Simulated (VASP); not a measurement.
# Ba2H (I4/mmm) in VASP: further runs

Ba2H is run at these levels: PBE; tasks: single point, relaxation of cell and atoms.

All numbers are computed with VASP 6.6.1; they aren't measurements. Logs are shortened: lines on timing, memory, paths and dates and some standing lists are left out, and cuts for length are marked.

## Step 1: The cell of the first run

Symmetry: I4/mmm, No. 139, tetragonal system. The conventional cell has a = 4.000 Å, b = 4.000 Å, c = 9.813 Å, α = 90.00°, β = 90.00°, γ = 90.00°. Within 4.3 Å of Ba (site symmetry 4mm) lie 9 Ba at 3.24 to 4.00 Å and 5 H at 3.26 to 3.29 Å. H (site symmetry 4/mmm) has 10 Ba at 3.26 to 3.29 Å and 4 H at 4.00 Å within 4.3 Å.

## Step 2: Single point, PBE

INCAR

```
SYSTEM = Ba2H
  PREC = Accurate
  ENCUT = 520
  EDIFF = 1E-6
  ISMEAR = 0
  SIGMA = 0.1
  LREAL = .False.
  LASPH = .True.
  NELM = 100
  ALGO = Normal
  ISIF = 2
  LWAVE = .False.
  LCHARG = .False.
  GGA = PE
  NBANDS = 18
```

KPOINTS

```
regular mesh
0
Gamma
  6 6 6
  0 0 0
```

POSCAR

```
Ba2H
1.0
   -2.0000221273      2.0000221273      4.9063042810
    2.0000221273     -2.0000221273      4.9063042810
    2.0000221273      2.0000221273     -4.9063042810
Ba H
2 1
Direct
    0.6650000000      0.6650000000      0.0000000000
    0.3350000000      0.3350000000      0.0000000000
    0.0000000000      0.0000000000      0.0000000000
```

Potentials or basis: VASP PAW PBE potentials, release 64 (Ba_sv, H).

On the command line:

```sh
cat potpaw_PBE.64/Ba_sv/POTCAR potpaw_PBE.64/H/POTCAR > POTCAR
mpirun -np 1 vasp_std > vasp.out
```

OUTCAR:

```text
SYSTEM = Ba2H
   PREC = Accurate
   ENCUT = 520
   EDIFF = 1E-6
   ISMEAR = 0
   LREAL = .False.
   LASPH = .True.
   NELM = 100
   ISIF = 2
   GGA = PE

 ion  position               nearest neighbor table
   1  0.665  0.665  0.000-   2 3.24   2 3.28   2 3.28   2 3.28   2 3.28
   2  0.335  0.335  0.000-   1 3.24   1 3.28   1 3.28   1 3.28   1 3.28
   3  0.000  0.000  0.000-

  LATTYP: Found a body centered tetragonal cell.
 ALAT       =     4.0000442546
 C/A-ratio  =     2.4531250000

  Lattice vectors:

 A1 = (  -2.0000221273,   2.0000221273,   4.9063042810)
 A2 = (   2.0000221273,  -2.0000221273,   4.9063042810)
 A3 = (   2.0000221273,   2.0000221273,  -4.9063042810)

Analysis of symmetry for initial positions (statically):
=====================================================================
 Subroutine PRICEL returns:
 Original cell was already a primitive cell.

 Routine SETGRP: Setting up the symmetry group for a
 body centered tetragonal supercell.

 Subroutine GETGRP returns: Found 16 space group operations
 (whereof 16 operations were pure point group operations)
 out of a pool of 16 trial point group operations.

The static configuration has the point symmetry D_4h.

Analysis of symmetry for dynamics (positions and initial velocities):
=====================================================================
 Subroutine PRICEL returns:
 Original cell was already a primitive cell.

 Routine SETGRP: Setting up the symmetry group for a
 body centered tetragonal supercell.

 Subroutine GETGRP returns: Found 16 space group operations
 (whereof 16 operations were pure point group operations)
 out of a pool of 16 trial point group operations.

The dynamic configuration has the point symmetry D_4h.

 Subroutine INISYM returns: Found 16 space group operations
 (whereof 16 operations are pure point group operations),
 and found     1 'primitive' translations

----------------------------------------------------------------------------------------

                                     Primitive cell

  volume of cell :      78.5026

  direct lattice vectors                    reciprocal lattice vectors
    -2.000022127  2.000022127  4.906304281     0.000000000  0.249997234  0.101909701
     2.000022127 -2.000022127  4.906304281     0.249997234  0.000000000  0.101909701
     2.000022127  2.000022127 -4.906304281     0.249997234  0.249997234  0.000000000

  length of vectors
     5.663214522  5.663214522  5.663214522     0.269970747  0.269970747  0.353549479

  position of ions in fractional coordinates (direct lattice)
     0.665000000  0.665000000  0.000000000
     0.335000000  0.335000000  0.000000000
     0.000000000  0.000000000  0.000000000

  ion indices of the primitive-cell ions
   primitive index   ion index
                 1           1
                 2           2
                 3           3

----------------------------------------------------------------------------------------

 KPOINTS: regular mesh

Automatic generation of k-mesh.
 Grid dimensions read from file:
 generate k-points for:    6    6    6

 Generating k-lattice:

  Cartesian coordinates                     Fractional coordinates (reciprocal lattice)
     0.000000000  0.041666206  0.016984950     0.166666667  0.000000000  0.000000000
     0.041666206  0.000000000  0.016984950     0.000000000  0.166666667  0.000000000
     0.041666206  0.041666206  0.000000000     0.000000000  0.000000000  0.166666667

  Length of vectors
     0.044995124  0.044995124  0.058924913

  Shift w.r.t. Gamma in fractional coordinates (k-lattice)
     0.000000000  0.000000000  0.000000000

 Subroutine IBZKPT returns following result:
 ===========================================

 Found     30 irreducible k-points:

 Following reciprocal coordinates:
            Coordinates               Weight
  0.000000  0.000000  0.000000      1.000000
  0.166667 -0.000000  0.000000      8.000000
  0.333333  0.000000 -0.000000      8.000000
  0.500000  0.000000 -0.000000      4.000000
  0.166667  0.166667  0.000000      8.000000
  0.333333  0.166667 -0.000000     16.000000
[... 16 lines left out ...]
 -0.333333 -0.333333  0.166667      8.000000
 -0.166667 -0.333333  0.166667      8.000000
 [... further k-points ...]
   k-points           NKPTS =     30   k-points in BZ     NKDIM =     30   number of bands    NBANDS=     18
   number of dos      NEDOS =    301   number of ions     NIONS =      3
   total plane-waves  NPLWV =  74088
   dimension x,y,z NGX =    42 NGY =   42 NGZ =   42
   dimension x,y,z NGXF=    84 NGYF=   84 NGZF=   84
   ions per type =               2   1
   NGX,Y,Z   is equivalent  to a cutoff of  12.33, 12.33, 12.33 a.u.
   NGXF,Y,Z  is equivalent  to a cutoff of  24.66, 24.66, 24.66 a.u.
 SYSTEM =  Ba2H
   PREC   = accura    normal or accurate (medium, high low for compatibility)
   ISTART =      0    job   : 0-new  1-cont  2-samecut
   ICHARG =      2    charge: 1-file 2-atom 10-const
   ISPIN  =      1    spin polarized calculation?
   LNONCOLLINEAR =      F non collinear calculations
   LSORBIT =      F    spin-orbit coupling
   LASPH  =      T    aspherical Exc in radial PAW
   ENCUT  =  520.0 eV  38.22 Ry    6.18 a.u.  10.53 10.53 10.53*2*pi/ulx,y,z
   NELM   =    100;   NELMIN=  2; NELMDL= -5     # of ELM steps
   EDIFF  = 0.1E-05   stopping-criterion for ELM
   LREAL  =      F    real-space projection
   EDIFFG = 0.1E-04   stopping-criterion for IOM
   NSW    =      0    number of steps for IOM
   IBRION =     -1    ionic relax: 0-MD 1-quasi-New 2-CG
   NFREE  =      0    steps in history (QN), initial steepest desc. (CG)
   ISIF   =      2    stress and relaxation
   ISYM   =      2    0-nonsym 1-usesym 2-fastsym
   POTIM  = 0.5000    time-step for ionic-motion
   TEBEG  =    0.0;   TEEND  =   0.0 temperature during run
   PSTRESS=    0.0 pullay stress
   NELECT =      21.0000    total number of electrons
   NUPDOWN=      -1.0000    fix difference up-down
   EMIN   =  10.00;   EMAX   =-10.00  energy-range for DOS
   EFERMI =   0.00;   METHOD = LEGACY
   ISMEAR =     0;   SIGMA  =   0.10  broadening in eV -4-tet -1-fermi 0-gaus
   EFERMI_NEDOS =   21; number of points for ismear=-14 and -15
   IALGO  =     38    algorithm
   IMIX   =      4    mixing-type and parameters
     AMIX     =   0.40;   BMIX     =  1.00
     AMIX_MAG =   1.60;   BMIX_MAG =  1.00
  volume/ion in A,a.u.               =      26.17       176.59
  Fermi-wavevector in a.u.,A,eV,Ry     =   1.054840  1.993358 15.139030  1.112687
  Thomas-Fermi vector in A             =   2.190015
   LORBIT       =      0    0 simple, 1 ext, 2 COOP (PROOUT), +10 PAW based schemes
   GGA     = PE    functional components
   LHFCALC =     F    Hartree Fock is set to
   AEXX    =    0.0000 exact exchange contribution
   IVDW    =     0    specifies the selected vdW correction
   LEPSILON=     F    determine dielectric tensor
   LRPA    =     F    only Hartree local field effects (RPA)
 non-spin polarized calculation
 Gauss-broadening in eV      SIGMA  =   0.10
  energy-cutoff  :      520.00
  volume of cell :       78.50
 maximum number of plane-waves:      2134
   NGX = 21   NGY = 21   NGZ = 21

 number of electron      21.0000000 magnetization

 Free energy of the ion-electron system (eV)
  ---------------------------------------------------
  ext. energy  EPLUGINS =         0.00000000
  ---------------------------------------------------
  free energy    TOTEN  =        -4.92465545 eV

  energy without entropy =       -4.90967499  energy(sigma->0) =       -4.91716522

 E-fermi :   3.8766     XC(G=0):  -9.2636

 val. band max:        3.8532808968   @ k =   0.5000   0.1667   0.0000
 cond. band min:       3.8789543559   @ k =   0.5000   0.5000   0.1667
 fundamental gap:      0.0256734591
 Fermi energy:         3.8766117673

 k-point     1 :       0.0000    0.0000    0.0000
  band No.  band energies     occupation
      1     -25.4024      2.00000
      2     -24.3677      2.00000
      3     -11.4920      2.00000
      4     -10.5633      2.00000
      5     -10.5633      2.00000
      6      -9.2713      2.00000
[... 10 lines left out ...]
     17       7.4967      0.00000
     18       7.7724      0.00000

 k-point     2 :       0.1667   -0.0000    0.0000
  band No.  band energies     occupation
      1     -25.3297      2.00000
      2     -24.4249      2.00000
      3     -11.4845      2.00000
      4     -10.7793      2.00000
      5     -10.4692      2.00000
      6      -9.3874      2.00000
[... 10 lines left out ...]
     17       7.6359      0.00000
     18       8.2133      0.00000

 k-point     3 :       0.3333    0.0000   -0.0000
  band No.  band energies     occupation
      1     -25.1392      2.00000
      2     -24.5844      2.00000
      3     -11.5590      2.00000
      4     -11.0614      2.00000
      5     -10.2133      2.00000
      6      -9.6470      2.00000
[... 10 lines left out ...]
     17       8.3449      0.00000
     18       9.2608      0.00000

 k-point     4 :       0.5000    0.0000   -0.0000
  band No.  band energies     occupation
      1     -24.9648      2.00000
      2     -24.7433      2.00000
      3     -11.6377      2.00000
      4     -11.1670      2.00000
      5      -9.9390      2.00000
      6      -9.7556      2.00000
[... 375 lines left out ...]
      4     -10.8867      2.00000
      5     -10.2963      2.00000
      6      -9.7687      2.00000
[... 10 lines left out ...]
     17       7.9505      0.00000
     18       8.8552      0.00000

 k-point    23 :      -0.3333   -0.3333    0.1667
  band No.  band energies     occupation
      1     -25.1460      2.00000
      2     -24.6112      2.00000
      3     -11.2665      2.00000
      4     -10.9452      2.00000
      5     -10.5629      2.00000
      6      -9.6923      2.00000
[... 10 lines left out ...]
     17       8.6034      0.00000
     18       9.5656      0.00000

 k-point    24 :      -0.1667   -0.3333    0.1667
  band No.  band energies     occupation
      1     -25.2547      2.00000
      2     -24.5178      2.00000
      3     -11.3273      2.00000
      4     -10.7735      2.00000
      5     -10.5441      2.00000
      6      -9.5529      2.00000
[... 10 lines left out ...]
     17       8.2444      0.00000
     18       8.8600      0.00000

 [... further k-points ...]

------------------------ aborting loop because EDIFF is reached ----------------------------------------

  FORCE on cell =-STRESS in cart. coord.  units (eV):
  Direction    XX          YY          ZZ          XY          YZ          ZX
  --------------------------------------------------------------------------------------
  -------------------------------------------------------------------------------------
  Total        3.5781370      3.5781370      4.7204292      0.0000000     -0.0000000      0.0000000
  in kB       73.0270026     73.0270026     96.3403011      0.0000000     -0.0000000      0.0000000
  external PRESSURE =      80.7981021 kB  Pullay stress =       0.0000000 kB

 VOLUME and BASIS-vectors are now :
 -----------------------------------------------------------------------------
  energy-cutoff  :      520.00
  volume of cell :       78.50
      direct lattice vectors                 reciprocal lattice vectors
    -2.000022127  2.000022127  4.906304281     0.000000000  0.249997234  0.101909701
     2.000022127 -2.000022127  4.906304281     0.249997234  0.000000000  0.101909701
     2.000022127  2.000022127 -4.906304281     0.249997234  0.249997234  0.000000000

 POSITION                                       TOTAL-FORCE (eV/Angst)
 -----------------------------------------------------------------------------------
      0.00000      0.00000      6.52538         0.000000      0.000000     -0.596845
      0.00000      0.00000      3.28722         0.000000      0.000000      0.596845
      0.00000      0.00000      0.00000        -0.000000     -0.000000     -0.000000
 -----------------------------------------------------------------------------------
    total drift:                               -0.000000     -0.000000      0.000000

  FREE ENERGIE OF THE ION-ELECTRON SYSTEM (eV)
  ---------------------------------------------------
  free  energy   TOTEN  =        -4.9246554468 eV

  energy  without entropy=       -4.9096749925  energy(sigma->0) =       -4.91716522
```

Wall time 1.8 min (1 thread of AMD EPYC 9755, shared host); peak memory 0.22 GiB.

Results:

| Item | Value |
| --- | --- |
| Free energy | -4.9247 eV |
| Pressure | 8.1 GPa |
| Largest force | 0.597 eV/Å |
| Band gap on the k mesh | zero (an odd number of electrons rules out a gap without spin polarisation) |

Forces in eV/Å, atoms in the order of the input:
```
Ba   0.000  0.000 -0.597
Ba   0.000  0.000  0.597
H    0.000  0.000  0.000
```

Stress tensor (GPa, compression positive):
```
7.30 0.00 0.00
0.00 7.30 0.00
0.00 0.00 9.63
```

Caveat: the cell stands under pressure; spin-orbit coupling is left out, which moves the levels of the heavy elements.

## Step 3: Single point, PBE

This run uses another cell than the first one, of 35.00 Å³/atom.

INCAR

```
PREC = Accurate
ENCUT = 520
EDIFF = 1E-6
ISMEAR = 0
SIGMA = 0.1
LREAL = False
LASPH = True
NELM = 60
ALGO = Normal
ISIF = 2
LWAVE = False
LCHARG = False
GGA = PE
NBANDS = 18
```

KPOINTS

```
regular mesh
0
Gamma
  6 6 6
```

POSCAR

```
Ba2H
1.0
   -1.9048046791      1.9048046791      7.2352036525
    1.9048046791     -1.9048046791      7.2352036525
    1.9048046791      1.9048046791     -7.2352036525
Ba H
2 1
Direct
    0.6258818933      0.6258818933      0.0000000000
    0.3741181067      0.3741181067      0.0000000000
    0.0000000000      0.0000000000      0.0000000000
```

Potentials or basis: VASP PAW PBE potentials, release 64 (Ba_sv, H).

On the command line:

```sh
cat potpaw_PBE.64/Ba_sv/POTCAR potpaw_PBE.64/H/POTCAR > POTCAR
mpirun -np 1 vasp_std > vasp.out
```

It took 5.1 min on 1 thread of AMD EPYC 9755, shared host; peak memory 0.44 GiB.

The run converged. Its results:

* Free energy: -6.9289 eV
* Pressure: 0.3 GPa
* Largest force: 0.070 eV/Å
* Band gap on the k mesh: zero (an odd number of electrons rules out a gap without spin polarisation)

Forces in eV/Å, atoms in the order of the input:
```
Ba   0.000  0.000  0.070
Ba   0.000  0.000 -0.070
H    0.000  0.000  0.000
```

Stress tensor (GPa, compression positive):
```
0.22 0.00 0.00
0.00 0.22 0.00
0.00 0.00 0.38
```

Levels at points of the mesh, in eV from the Fermi level:
```tsv
k point	band 7	band 8	band 9	band 10	band 11	band 12	band 13	band 14	band 15	band 16
(0.00, 0.00, 0.00)	-13.69	-13.69	-4.54	-0.94	-0.64	0.17	0.18	0.68	3.37	3.37
(0.50, 0.00, 0.00)	-13.65	-13.58	-3.67	-0.71	-0.05	0.58	0.95	1.92	2.68	3.03
(0.50, 0.50, 0.00)	-14.29	-13.65	-3.60	-0.72	-0.49	0.49	0.59	0.89	2.39	3.60
(0.50, 0.50, 0.50)	-13.65	-13.65	-4.28	-1.79	-0.21	-0.13	0.66	1.58	2.59	2.59
```

Caveat: spin-orbit coupling is left out, which moves the levels of the heavy elements.

## Step 4: Relaxation of cell and atoms, PBE

INCAR

```
ALGO = Normal
EDIFF = 1E-6
EDIFFG = -0.04
ENCUT = 600
GGA = PE
IBRION = 2
ISIF = 3
ISMEAR = 0
LASPH = T
LCHARG = F
LREAL = F
LWAVE = F
NELM = 100
NSW = 90
PREC = Accurate
SIGMA = 0.1
```

KPOINTS

```
k-points
0
Gamma
  6 6 6
```

POSCAR

```
Ba2H
1.0
   -2.0000221273      2.0000221273      4.9063042810
    2.0000221273     -2.0000221273      4.9063042810
    2.0000221273      2.0000221273     -4.9063042810
Ba H
2 1
Direct
    0.6650000000      0.6650000000      0.0000000000
    0.3350000000      0.3350000000      0.0000000000
    0.0000000000      0.0000000000      0.0000000000
```

On the command line:

```sh
cat potpaw_PBE.64/Ba_sv/POTCAR potpaw_PBE.64/H/POTCAR > POTCAR
mpirun -np 1 vasp_std > vasp.out
```

Wall time 22 min (1 thread of AMD EPYC 9755, shared host); peak memory 0.34 GiB.

It converged, with:

```
Free energy                           : -6.9191 eV
Relaxed volume                        : 35.96 Å³/atom
Relaxed cell                          : a = 7.772 Å, b = 7.772 Å, c = 7.772 Å, α = 151.32°, β = 151.32°, γ = 41.00°
Space group after relaxing (to 0.1 Å) : I4/mmm (No. 139)
Energy gained by relaxing             : 664.7 meV/atom
Ionic steps                           : 17
Pressure after relaxing               : 0.0 GPa
Largest force after relaxing          : 0.015 eV/Å
Band gap on the k mesh                : zero (an odd number of electrons rules out a gap without spin polarisation)
```

Forces in eV/Å, atoms in the order of the input:
```
Ba   0.000  0.000 -0.015
Ba   0.000  0.000  0.015
H    0.000  0.000  0.000
```

The path:
| step | energy change (eV) | largest force (eV/Å) | pressure (GPa) | volume (Å³) |
| --- | --- | --- | --- | --- |
| 1 | 0.0000 | 0.5967 | 8.09 | 78.50 |
| 2 | -0.5683 | 0.4563 | 3.30 | 94.48 |
| 3 | -0.8470 | 0.4240 | 0.99 | 113.25 |
| 4 | -0.8246 | 0.2776 | -1.35 | 157.85 |
| 5 | -0.9198 | 0.3911 | -0.42 | 133.13 |
| 6 | -1.0575 | 0.6407 | -0.42 | 134.51 |
| 7 | -1.5076 | 0.7779 | -0.91 | 136.76 |
| 8 | -1.5583 | 0.1317 | -1.66 | 133.66 |
| 9 | -1.7415 | 0.3041 | -1.69 | 136.57 |
| 10 | -1.8689 | 0.2852 | -1.04 | 121.94 |
| 11 | -1.8792 | 0.2779 | -0.75 | 117.42 |
| 12 | -1.9724 | 0.2692 | 0.00 | 109.04 |
| 13 | -1.9807 | 0.2531 | 0.36 | 106.24 |
| 14 | -1.9808 | 0.2508 | 0.41 | 105.88 |
| 15 | -1.9924 | 0.0781 | 0.06 | 107.56 |
| 16 | -1.9930 | 0.0312 | -0.03 | 108.04 |
| 17 | -1.9942 | 0.0146 | -0.05 | 107.89 |

Final structure:
```
Ba H
1.0
    -1.92484    1.92484    7.27977
     1.92484   -1.92484    7.27977
     1.92484    1.92484   -7.27977
Ba H
2 1
Direct
  0.62775 0.62775 0.00000
  0.37225 0.37225 0.00000
  0.00000 0.00000 0.00000
```

Levels at points of the mesh, in eV from the Fermi level:
```csv
k point,band 7,band 8,band 9,band 10,band 11,band 12,band 13,band 14
"(0.00, 0.00, 0.00)",-13.75,-13.75,-4.47,-0.95,-0.65,0.18,0.23,0.72
"(0.50, 0.00, 0.00)",-13.70,-13.65,-3.58,-0.73,-0.09,0.61,0.95,1.83
"(0.50, 0.50, 0.00)",-14.26,-13.72,-3.47,-0.68,-0.44,0.54,0.56,0.83
"(0.50, 0.50, 0.50)",-13.70,-13.70,-4.20,-1.82,-0.17,-0.17,0.68,1.62
```

Caveat: the volume moved by over 15 % at a fixed basis, so the end points are rough; spin-orbit coupling is left out, which moves the levels of the heavy elements.

## Step 5: The runs side by side

```tsv
task	cell	cutoff (eV)	gap on the mesh (eV)	pressure (GPa)	largest force (eV/Å)
single point	a = 5.663 Å, angles 138.6, 138.6, 59.9°, 3 atoms, atomic positions A	520	none	8.1	0.60
single point	a = 7.720 Å, angles 151.4, 151.4, 40.8°, 3 atoms, atomic positions B	520	none	0.3	0.07
relaxation of cell and atoms	relaxed from a = 5.663 Å, angles 138.6, 138.6, 59.9°, 3 atoms, atomic positions A	600	none	0.0	0.01
```

Alike in all rows: level PBE; potentials or basis VASP PAW PBE potentials, release 64 (Ba_sv, H); no spin polarisation; k mesh 6 × 6 × 6; smearing gaussian 0.1 eV.

Caveats: spin-orbit coupling is left out, which moves the levels of the heavy elements; the cell stands under pressure (at least some runs); the volume moved by over 15 % at a fixed basis, so the end points are rough (at least some runs).

Total energies depend on the potentials used, so only differences within one code and one set of settings carry meaning.

The gap in the log of VASP goes by the Fermi energy; the results here count the filled bands.